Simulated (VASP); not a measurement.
# WC (Qusongite) (P-6m2) in VASP: settings compared

WC (Qusongite) is run at these levels: PBEsol+D3(BJ), PBEsol; tasks: single point.

Everything below comes from runs of VASP 6.6.1. Logs are shortened: lines on timing, memory, paths and dates and some standing lists are left out, and cuts for length are marked.

## 1. The cell of the first run

It takes space group P-6m2 (No. 187, hexagonal). Conventional cell: a = 2.881 Å, b = 2.881 Å, c = 2.813 Å, α = 90.00°, β = 90.00°, γ = 120.00°. W (site symmetry -6m2) has 6 C at 2.18 Å and 8 W at 2.81 to 2.88 Å within 2.9 Å. C (site symmetry -6m2) has 6 W at 2.18 Å and 8 C at 2.81 to 2.88 Å within 2.9 Å.

## 2. Single point, PBEsol+D3(BJ)

Contents of INCAR:

```
PREC = Accurate
ENCUT = 520
EDIFF = 1E-6
ISMEAR = -1
SIGMA = 0.05
LREAL = False
LASPH = True
NELM = 80
ALGO = Normal
ISIF = 2
LWAVE = False
LCHARG = False
GGA = PS
IVDW = 12
NBANDS = 16
```

Contents of KPOINTS:

```
regular mesh
0
Gamma
  10 10 9
```

Contents of POSCAR:

```
WC
1.0
    2.8813457198      0.0000000000      0.0000000000
   -1.4406728599      2.4953185904      0.0000000000
    0.0000000000      0.0000000000      2.8125371595
W C
1 1
Direct
    0.0000000000      0.0000000000      0.0000000000
    0.6666666667      0.3333333333      0.5000000000
```

Potentials or basis: VASP PAW PBE potentials, release 64 (W_sv, C).

Launch:

```
> cat potpaw_PBE.64/W_sv/POTCAR potpaw_PBE.64/C/POTCAR > POTCAR
> mpirun -np 1 vasp_std > vasp.out
```

OUTCAR:

```text
PREC = Accurate
   ENCUT = 520
   EDIFF = 1E-6
   ISMEAR = -1
   LREAL = False
   LASPH = True
   NELM = 80
   ISIF = 2
   GGA = PS
   IVDW = 12
 IVDW          = 12

 ion  position               nearest neighbor table
   1  0.000  0.000  0.000-   2 2.18   2 2.18   2 2.18   2 2.18   2 2.18   2 2.18
   2  0.667  0.333  0.500-   1 2.18   1 2.18   1 2.18   1 2.18   1 2.18   1 2.18

  LATTYP: Found a hexagonal cell.
 ALAT       =     2.8813457198
 C/A-ratio  =     0.9761192974

  Lattice vectors:

 A1 = (   2.8813457198,   0.0000000000,   0.0000000000)
 A2 = (  -1.4406728599,   2.4953185904,   0.0000000000)
 A3 = (   0.0000000000,   0.0000000000,   2.8125371595)

Analysis of symmetry for initial positions (statically):
=====================================================================
 Subroutine PRICEL returns:
 Original cell was already a primitive cell.

 Routine SETGRP: Setting up the symmetry group for a
 hexagonal supercell.

 Subroutine GETGRP returns: Found 12 space group operations
 (whereof 12 operations were pure point group operations)
 out of a pool of 24 trial point group operations.

The static configuration has the point symmetry D_3h.

Analysis of symmetry for dynamics (positions and initial velocities):
=====================================================================
 Subroutine PRICEL returns:
 Original cell was already a primitive cell.

 Routine SETGRP: Setting up the symmetry group for a
 hexagonal supercell.

 Subroutine GETGRP returns: Found 12 space group operations
 (whereof 12 operations were pure point group operations)
 out of a pool of 24 trial point group operations.

The dynamic configuration has the point symmetry D_3h.

 Subroutine INISYM returns: Found 12 space group operations
 (whereof 12 operations are pure point group operations),
 and found     1 'primitive' translations

----------------------------------------------------------------------------------------

                                     Primitive cell

  volume of cell :      20.2218

  direct lattice vectors                    reciprocal lattice vectors
     2.881345720  0.000000000  0.000000000     0.347060054  0.200375215  0.000000000
    -1.440672860  2.495318590  0.000000000     0.000000000  0.400750431  0.000000000
     0.000000000  0.000000000  2.812537160     0.000000000  0.000000000  0.355550858

  length of vectors
     2.881345720  2.881345720  2.812537160     0.400750431  0.400750431  0.355550858

  position of ions in fractional coordinates (direct lattice)
     0.000000000  0.000000000  0.000000000
     0.666666667  0.333333333  0.500000000

  ion indices of the primitive-cell ions
   primitive index   ion index
                 1           1
                 2           2

----------------------------------------------------------------------------------------

 KPOINTS: regular mesh

Automatic generation of k-mesh.
 Grid dimensions read from file:
 generate k-points for:   10   10    9

 Generating k-lattice:

  Cartesian coordinates                     Fractional coordinates (reciprocal lattice)
     0.034706005  0.020037522  0.000000000     0.100000000  0.000000000  0.000000000
     0.000000000  0.040075043  0.000000000     0.000000000  0.100000000  0.000000000
     0.000000000  0.000000000  0.039505651     0.000000000  0.000000000  0.111111111

  Length of vectors
     0.040075043  0.040075043  0.039505651

  Shift w.r.t. Gamma in fractional coordinates (k-lattice)
     0.000000000  0.000000000  0.000000000

 Subroutine IBZKPT returns following result:
 ===========================================

 Found     70 irreducible k-points:

 Following reciprocal coordinates:
            Coordinates               Weight
  0.000000  0.000000  0.000000      1.000000
  0.100000 -0.000000  0.000000      6.000000
  0.200000 -0.000000  0.000000      6.000000
  0.300000  0.000000  0.000000      6.000000
  0.400000 -0.000000  0.000000      6.000000
  0.500000  0.000000  0.000000      3.000000
[... 16 lines left out ...]
  0.300000  0.100000  0.111111     24.000000
  0.400000  0.100000  0.111111     24.000000
 [... further k-points ...]
   k-points           NKPTS =     70   k-points in BZ     NKDIM =     70   number of bands    NBANDS=     16
   number of dos      NEDOS =    301   number of ions     NIONS =      2
   total plane-waves  NPLWV =  13824
   dimension x,y,z NGX =    24 NGY =   24 NGZ =   24
   dimension x,y,z NGXF=    48 NGYF=   48 NGZF=   48
   ions per type =               1   1
   NGX,Y,Z   is equivalent  to a cutoff of  13.85, 13.85, 14.19 a.u.
   NGXF,Y,Z  is equivalent  to a cutoff of  27.69, 27.69, 28.37 a.u.
 SYSTEM =  unknown system
   PREC   = accura    normal or accurate (medium, high low for compatibility)
   ISTART =      0    job   : 0-new  1-cont  2-samecut
   ICHARG =      2    charge: 1-file 2-atom 10-const
   ISPIN  =      1    spin polarized calculation?
   LNONCOLLINEAR =      F non collinear calculations
   LSORBIT =      F    spin-orbit coupling
   LASPH  =      T    aspherical Exc in radial PAW
   ENCUT  =  520.0 eV  38.22 Ry    6.18 a.u.   5.36  5.36  5.23*2*pi/ulx,y,z
   NELM   =     80;   NELMIN=  2; NELMDL= -5     # of ELM steps
   EDIFF  = 0.1E-05   stopping-criterion for ELM
   LREAL  =      F    real-space projection
   EDIFFG = 0.1E-04   stopping-criterion for IOM
   NSW    =      0    number of steps for IOM
   IBRION =     -1    ionic relax: 0-MD 1-quasi-New 2-CG
   NFREE  =      0    steps in history (QN), initial steepest desc. (CG)
   ISIF   =      2    stress and relaxation
   ISYM   =      2    0-nonsym 1-usesym 2-fastsym
   POTIM  = 0.5000    time-step for ionic-motion
   TEBEG  =    0.0;   TEEND  =   0.0 temperature during run
   PSTRESS=    0.0 pullay stress
   NELECT =      18.0000    total number of electrons
   NUPDOWN=      -1.0000    fix difference up-down
   EMIN   =  10.00;   EMAX   =-10.00  energy-range for DOS
   EFERMI =   0.00;   METHOD = LEGACY
   ISMEAR =    -1;   SIGMA  =   0.05  broadening in eV -4-tet -1-fermi 0-gaus
   EFERMI_NEDOS =   21; number of points for ismear=-14 and -15
   IALGO  =     38    algorithm
   IMIX   =      4    mixing-type and parameters
     AMIX     =   0.40;   BMIX     =  1.00
     AMIX_MAG =   1.60;   BMIX_MAG =  1.00
  volume/ion in A,a.u.               =      10.11        68.23
  Fermi-wavevector in a.u.,A,eV,Ry     =   1.574801  2.975943 33.742440  2.479999
  Thomas-Fermi vector in A             =   2.675881
   LORBIT       =      0    0 simple, 1 ext, 2 COOP (PROOUT), +10 PAW based schemes
   GGA     = PS    functional components
   LHFCALC =     F    Hartree Fock is set to
   AEXX    =    0.0000 exact exchange contribution
   IVDW    =    12    specifies the selected vdW correction
   LEPSILON=     F    determine dielectric tensor
   LRPA    =     F    only Hartree local field effects (RPA)
 non-spin polarized calculation
  energy-cutoff  :      520.00
  volume of cell :       20.22
 maximum number of plane-waves:       569
 NGX is ok and might be reduce to    24
   NGX = 11   NGY = 11   NGZ = 11

 number of electron      18.0000000 magnetization

 Free energy of the ion-electron system (eV)
  ---------------------------------------------------
  ext. energy  EPLUGINS =         0.00000000
  ---------------------------------------------------
  free energy    TOTEN  =       -23.89356560 eV

  energy without entropy =      -23.89175099  energy(sigma->0) =      -23.89265829

 E-fermi :  11.2911     XC(G=0): -14.0722

 val. band max:       11.1892861046   @ k =   0.0000   0.0000   0.3333
 cond. band min:      11.2937157200   @ k =   0.1000  -0.0000   0.3333
 fundamental gap:      0.1044296154
 Fermi energy:        11.2911173516

 k-point     1 :       0.0000    0.0000    0.0000
  band No.  band energies     occupation
      1     -62.5720      2.00000
      2     -26.5634      2.00000
      3     -26.4441      2.00000
      4     -26.4441      2.00000
      5      -3.3258      2.00000
      6       6.8239      2.00000
[... 8 lines left out ...]
     15      25.8727      0.00000
     16      28.2471      0.00000

 k-point     2 :       0.1000   -0.0000    0.0000
  band No.  band energies     occupation
      1     -62.5658      2.00000
      2     -26.5516      2.00000
      3     -26.5350      2.00000
      4     -26.4646      2.00000
      5      -3.0543      2.00000
      6       6.8625      2.00000
[... 8 lines left out ...]
     15      25.3862      0.00000
     16      28.8118      0.00000

 k-point     3 :       0.2000   -0.0000    0.0000
  band No.  band energies     occupation
      1     -62.5492      2.00000
      2     -26.7676      2.00000
      3     -26.5207      2.00000
      4     -26.5177      2.00000
      5      -2.3097      2.00000
      6       6.1493      2.00000
[... 8 lines left out ...]
     15      25.1662      0.00000
     16      29.9508      0.00000

 k-point     4 :       0.3000    0.0000    0.0000
  band No.  band energies     occupation
      1     -62.5287      2.00000
      2     -27.0448      2.00000
      3     -26.5828      2.00000
      4     -26.4822      2.00000
      5      -1.2872      2.00000
      6       5.1620      2.00000
[... 8 lines left out ...]
     15      26.1450      0.00000
     16      28.9721      0.00000
[... 324 lines left out ...]
 k-point    22 :       0.2000    0.1000    0.1111
  band No.  band energies     occupation
      1     -62.5305      2.00000
      2     -26.9170      2.00000
      3     -26.5912      2.00000
      4     -26.5737      2.00000
      5      -1.4266      2.00000
      6       5.7012      2.00000
[... 8 lines left out ...]
     15      25.0579      0.00000
     16      29.2935      0.00000

 k-point    23 :       0.3000    0.1000    0.1111
  band No.  band energies     occupation
      1     -62.5119      2.00000
      2     -27.1453      2.00000
      3     -26.6483      2.00000
      4     -26.5540      2.00000
      5      -0.4675      2.00000
      6       4.8216      2.00000
[... 8 lines left out ...]
     15      25.8454      0.00000
     16      28.1970      0.00000

 k-point    24 :       0.4000    0.1000    0.1111
  band No.  band energies     occupation
      1     -62.5005      2.00000
      2     -27.2829      2.00000
      3     -26.6940      2.00000
      4     -26.5309      2.00000
      5       0.2387      2.00000
      6       4.2518      2.00000
[... 8 lines left out ...]
     15      25.0292      0.00000
     16      29.0557      0.00000

 [... further k-points ...]

------------------------ aborting loop because EDIFF is reached ----------------------------------------

 Edisp (eV)   -0.92210

 E8    (eV) :    -0.6351

  FORCE on cell =-STRESS in cart. coord.  units (eV):
  Direction    XX          YY          ZZ          XY          YZ          ZX
  --------------------------------------------------------------------------------------
  -------------------------------------------------------------------------------------
  Total       0.15608     0.15608     0.20230     0.00000    -0.00000     0.00000
  in kB      12.36646    12.36646    16.02853     0.00000    -0.00000     0.00000
  external pressure =       13.59 kB  Pullay stress =        0.00 kB

 VOLUME and BASIS-vectors are now :
 -----------------------------------------------------------------------------
  energy-cutoff  :      520.00
  volume of cell :       20.22
      direct lattice vectors                 reciprocal lattice vectors
     2.881345720  0.000000000  0.000000000     0.347060054  0.200375215  0.000000000
    -1.440672860  2.495318590  0.000000000     0.000000000  0.400750431  0.000000000
     0.000000000  0.000000000  2.812537160     0.000000000  0.000000000  0.355550858

 POSITION                                       TOTAL-FORCE (eV/Angst)
 -----------------------------------------------------------------------------------
      0.00000      0.00000      0.00000        -0.000000      0.000000      0.000000
      1.44067      0.83177      1.40627         0.000000      0.000000      0.000000
 -----------------------------------------------------------------------------------
    total drift:                                0.000000     -0.000000      0.000000

  FREE ENERGIE OF THE ION-ELECTRON SYSTEM (eV)
  ---------------------------------------------------
  free  energy   TOTEN  =       -24.8156653577 eV

  energy  without entropy=      -24.8138507478  energy(sigma->0) =      -24.81475805
```

Wall time 10 s (1 thread of Intel Xeon Platinum 8375C at 2.90GHz (Ice Lake), shared host); peak memory 0.17 GiB.

What came out:

```
Free energy                : -24.8157 eV
Pressure                   : 1.4 GPa
Band gap on the k mesh     : zero (band 9 reaches 11.98 eV, above the bottom of band 10 at 10.72 eV)
Dispersion energy per atom : -0.461 eV
```

Caveat: the PAW data sets were made with another functional, which shifts forces and pressure a little; spin-orbit coupling is left out, which moves the levels of the heavy elements; pairwise dispersion overbinds metals, which lowers pressure and volume.

## 3. Single point, PBEsol

This run uses another cell than the first one, of 10.29 Å³/atom, 1.018 times its volume.

Contents of INCAR:

```
SYSTEM = WC
PREC = Accurate
ENCUT = 520
EDIFF = 1E-6
ISMEAR = -1
SIGMA = 0.05
LREAL = .False.
LASPH = .True.
NELM = 100
ALGO = Normal
ISIF = 2
LWAVE = .False.
LCHARG = .False.
GGA = PS
NBANDS = 16
```

Contents of KPOINTS:

```
Automatic mesh
0
Gamma
  10 10 9
  0 0 0
```

Contents of POSCAR:

```
WC
1.0
    2.8996840780      0.0000000000      0.0000000000
   -1.4498420390      2.5112000745      0.0000000000
    0.0000000000      0.0000000000      2.8263976015
W C
1 1
Direct
    0.0000000000      0.0000000000      0.0000000000
    0.6666666667      0.3333333333      0.5000000000
```

Potentials or basis: VASP PAW PBE potentials, release 64 (W_sv, C).

Launch:

```
> cat potpaw_PBE.64/W_sv/POTCAR potpaw_PBE.64/C/POTCAR > POTCAR
> mpirun -np 1 vasp_std > vasp.out
```

It took 9.8 s on 1 thread of Intel Xeon Platinum 8375C at 2.90GHz (Ice Lake), shared host; peak memory 0.15 GiB.

It converged, with:

```yaml
Free_energy: -23.9048 eV
Pressure: 1.2 GPa
Band_gap_on_the_k_mesh: zero (band 9 reaches 11.73 eV, above the bottom of band 10 at 10.49 eV)
```

Stress tensor (GPa, compression positive):
```
1.06 0.00 0.00
0.00 1.06 0.00
0.00 0.00 1.44
```

Levels at points of the mesh, in eV from the Fermi level:
```csv
k point,band 5,band 6,band 7,band 8,band 9,band 10,band 11,band 12,band 13,band 14
"(0.00, 0.00, 0.00)",-14.49,-4.37,-3.36,-3.36,0.14,3.28,3.28,5.71,5.71,6.46
"(0.50, 0.00, 0.00)",-11.09,-7.07,-3.63,-3.62,-0.44,2.37,4.59,4.96,6.94,9.77
```

Caveat: the PAW data sets were made with another functional, which shifts forces and pressure a little; spin-orbit coupling is left out, which moves the levels of the heavy elements.
